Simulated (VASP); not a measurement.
# Ti (Fm-3m) in VASP: further runs, part 2 of 2

VASP 6.6.1. The steps go on from the part before.

**6. Single point, PBEsol+D3(BJ)+U (volume scaled by 1.08)**

INCAR reads:

```
ALGO = Normal ; EDIFF = 1E-6
ENCUT = 520 ; GGA = PS
ISIF = 2 ; ISMEAR = -5
IVDW = 12 ; LASPH = True
LCHARG = True ; LDAU = True
LDAUJ = 0 ; LDAUL = 2
LDAUPRINT = 1 ; LDAUTYPE = 2
LDAUU = 8 ; LELF = True
LMAXMIX = 4 ; LREAL = False
LVHAR = True ; LWAVE = False
NBANDS = 12 ; NELM = 150
PREC = Accurate ; SIGMA = 0.05
```

KPOINTS reads:

```
k-points
0
Gamma
  11 11 11
```

POSCAR reads:

```
Ti
1.0
    0.0000000000      2.0827507031      2.0827507031
    2.0827507031      0.0000000000      2.0827507031
    2.0827507031      2.0827507031      0.0000000000
Ti
1
Direct
    0.0000000000      0.0000000000      0.0000000000
```

Potentials or basis: VASP PAW PBE potentials, release 64 (Ti_sv).

The run is started by

```console
> cat potpaw_PBE.64/Ti_sv/POTCAR > POTCAR
> mpirun -np 1 vasp_std > vasp.out
```

OUTCAR:

```text
EDIFF = 1E-6
   ENCUT = 520
   GGA = PS
   ISIF = 2
   ISMEAR = -5
   IVDW = 12
   LASPH = True
   LREAL = False
   NELM = 150
   PREC = Accurate
 IVDW          = 12

 ion  position               nearest neighbor table
   1  0.000  0.000  0.000-

  LATTYP: Found a face centered cubic cell.
 ALAT       =     4.1655014062

  Lattice vectors:

 A1 = (   0.0000000000,   2.0827507031,   2.0827507031)
 A2 = (   2.0827507031,   0.0000000000,   2.0827507031)
 A3 = (   2.0827507031,   2.0827507031,   0.0000000000)

Analysis of symmetry for initial positions (statically):
=====================================================================
 Subroutine PRICEL returns:
 Original cell was already a primitive cell.

 Routine SETGRP: Setting up the symmetry group for a
 face centered cubic supercell.

 Subroutine GETGRP returns: Found 48 space group operations
 (whereof 48 operations were pure point group operations)
 out of a pool of 48 trial point group operations.

The static configuration has the point symmetry O_h .

Analysis of symmetry for dynamics (positions and initial velocities):
=====================================================================
 Subroutine PRICEL returns:
[... 209 lines left out ...]
      6       9.7549      0.00000
      7       9.7549      0.00000
      8       9.7549      0.00000
      9      12.1756      0.00000
     10      12.1756      0.00000
     11      22.7951      0.00000
     12      26.9688      0.00000
[... 331 lines left out ...]
 k-point    24 :      -0.1818    0.1818    0.0000
  band No.  band energies     occupation
      1     -50.1000      2.00000
      2     -26.3931      2.00000
      3     -26.2170      2.00000
      4     -26.1283      2.00000
      5       4.0732      2.00000
      6       8.5802      1.80073
      7       9.8562      0.00000
      8      10.5976      0.00000
      9      11.3525      0.00000
     10      12.6954      0.00000
     11      20.9770      0.00000
     12      21.4765      0.00000

 [... further k-points ...]

------------------------ aborting loop because EDIFF is reached ----------------------------------------

 Edisp (eV)   -0.57604

 E8    (eV) :    -0.4031

  FORCE on cell =-STRESS in cart. coord.  units (eV):
  Direction    XX          YY          ZZ          XY          YZ          ZX
  --------------------------------------------------------------------------------------
  -------------------------------------------------------------------------------------
  Total       0.57286     0.57286     0.57286     0.00000    -0.00000     0.00000
  in kB      50.79425    50.79425    50.79425     0.00000    -0.00000     0.00000
  external pressure =       50.79 kB  Pullay stress =        0.00 kB

 VOLUME and BASIS-vectors are now :
 -----------------------------------------------------------------------------
  energy-cutoff  :      520.00
  volume of cell :       18.07
      direct lattice vectors                 reciprocal lattice vectors
     0.000000000  2.082750703  2.082750703    -0.240067138  0.240067138  0.240067138
     2.082750703  0.000000000  2.082750703     0.240067138 -0.240067138  0.240067138
     2.082750703  2.082750703  0.000000000     0.240067138  0.240067138 -0.240067138

 POSITION                                       TOTAL-FORCE (eV/Angst)
 -----------------------------------------------------------------------------------
      0.00000      0.00000      0.00000         0.000000     -0.000000     -0.000000
 -----------------------------------------------------------------------------------
    total drift:                               -0.000000      0.000000      0.000000

  FREE ENERGIE OF THE ION-ELECTRON SYSTEM (eV)
  ---------------------------------------------------
  free  energy   TOTEN  =        -3.2549813238 eV

  energy  without entropy=       -3.2549813238  energy(sigma->0) =       -3.25498132
```

OSZICAR:

```text
N       E                     dE             d eps       ncg     rms          rms(c)
DAV:   1     0.920610512064E+02    0.92061E+02   -0.64409E+03  1344   0.119E+03
DAV:   2     0.894865370014E-01   -0.91972E+02   -0.89807E+02  1372   0.300E+02
DAV:   3    -0.434949302065E+01   -0.44390E+01   -0.43977E+01  1928   0.661E+01
DAV:   4    -0.446164800025E+01   -0.11215E+00   -0.11198E+00  1464   0.945E+00
DAV:   5    -0.446477046447E+01   -0.31225E-02   -0.31211E-02  1648   0.140E+00    0.912E+00
DAV:   6    -0.273763159403E+01    0.17271E+01   -0.32665E+00  1444   0.282E+01    0.292E+00
DAV:   7    -0.265263949656E+01    0.84992E-01   -0.37985E-01  1592   0.844E+00    0.189E+00
DAV:   8    -0.267765467442E+01   -0.25015E-01   -0.10264E-01  1468   0.379E+00    0.235E-01
DAV:   9    -0.267847394682E+01   -0.81927E-03   -0.90839E-03  1628   0.121E+00    0.118E-01
DAV:  10    -0.267895512067E+01   -0.48117E-03   -0.19732E-03  1608   0.373E-01    0.301E-02
DAV:  11    -0.267894105629E+01    0.14064E-04   -0.76547E-05  1460   0.105E-01    0.188E-02
DAV:  12    -0.267893803811E+01    0.30182E-05   -0.23369E-05  1688   0.588E-02    0.614E-03
DAV:  13    -0.267893717149E+01    0.86661E-06   -0.12784E-06  1296   0.140E-02
   1 F= -.32549813E+01 E0= -.32549813E+01  d E =0.000000E+00
```

Wall time 4.8 s (1 thread of Intel Xeon 6975P-C (Granite Rapids), shared host); peak memory 0.15 GiB.

What came out:

```yaml
Free_energy: -3.2550 eV
Pressure: 5.1 GPa
Band_gap_on_the_k_mesh: zero (band 6 reaches 9.75 eV, above the bottom of band 7 at 8.35 eV)
Dispersion_energy_per_atom: -0.576 eV
```

Eigenvalues of the final occupation matrices:
```
    site  spin  trace               eigenvalues
site 1 d     1   0.77  0.08 0.08 0.20 0.20 0.20
site 1 d     2   0.77  0.08 0.08 0.20 0.20 0.20
```

Caveat: three body term missing; the PAW data sets were made with another functional, which shifts forces and pressure a little; U without spin polarisation on a metal has little footing; pairwise dispersion overbinds metals, which lowers pressure and volume; the U is typed as a test and isn't derived for this compound; tetrahedron occupations give inexact forces and stress in metals.

**7. The runs side by side**

```tsv
level	potentials or basis	U	cell	smearing	gap on the mesh (eV)	pressure (GPa)
LDA	VASP PAW LDA potentials, release 64 (Ti_sv)	-	a = 2.890 Å, angles 60.0°, 1 atom	fermi-dirac 0.05 eV	none	-7.4
LDA	VASP PAW LDA potentials, release 64 (Ti_sv)	-	a = 2.909 Å, angles 60.0°, 1 atom	fermi-dirac 0.05 eV	none	-9.0
PBEsol	VASP PAW PBE potentials, release 64 (Ti_sv)	-	a = 2.871 Å, angles 60.0°, 1 atom	fermi-dirac 0.05 eV	none	-0.8
LDA	VASP PAW LDA potentials, release 64 (Ti_sv)	-	a = 2.927 Å, angles 60.0°, 1 atom	fermi-dirac 0.05 eV	none	-10.6
PBEsol+D3(BJ)+U	VASP PAW PBE potentials, release 64 (Ti_sv)	Ti d U = 8.0 eV	a = 2.945 Å, angles 60.0°, 1 atom	tetrahedron	none	5.1
```

Alike in all rows: task single point; no spin polarisation; k mesh 11 × 11 × 11; cutoff (eV) 520.

Caveats: the PAW data sets were made with another functional, which shifts forces and pressure a little (some runs); three body term missing (some runs); U without spin polarisation on a metal has little footing (some runs); pairwise dispersion overbinds metals, which lowers pressure and volume (some runs); the U is typed as a test and isn't derived for this compound (some runs); tetrahedron occupations give inexact forces and stress in metals (some runs).

Absolute energies hang on the potentials; compare differences alone.
